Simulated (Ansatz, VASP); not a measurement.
**Ag2Sn: VASP beside Ansatz**

```
Sn Ag
1.0
     4.58764    0.00000    0.00000
    -2.29382    3.97302    0.00000
     0.00000    0.00000    3.28617
Sn Ag
1 2
Direct
  0.00000 0.00000 0.00000
  0.33330 0.66670 0.50000
  0.66660 0.33330 0.50000
```

Alike in both runs: task single point; functional r2SCAN; k mesh 9 × 9 × 10; no spin polarisation.

|  | VASP | Ansatz |
| --- | --- | --- |
| version | VASP 6.6.1 | Ansatz 0.2.0 |
| potentials or method | VASP PAW PBE potentials, release 64 (Sn_d, Ag), cutoff 520 eV | PAW plane waves |
| occupations | fermi-dirac, width 0.1 eV | fermi-dirac |
| valence electrons in the cell | 36 | 52 |

```csv
,VASP,Ansatz,Ansatz less VASP
pressure (GPa),4.2,4.1,-0.10
"traceless stress, the component that is largest in VASP (GPa)",-4.02,-3.96,+0.064
```

VASP's potentials were made for PBE, not for r2SCAN. VASP's potentials hold 36 valence electrons a cell and Ansatz's 52, so a difference there can come from the potentials and not from the codes. Ansatz's warnings: structure snapped to symmetry.
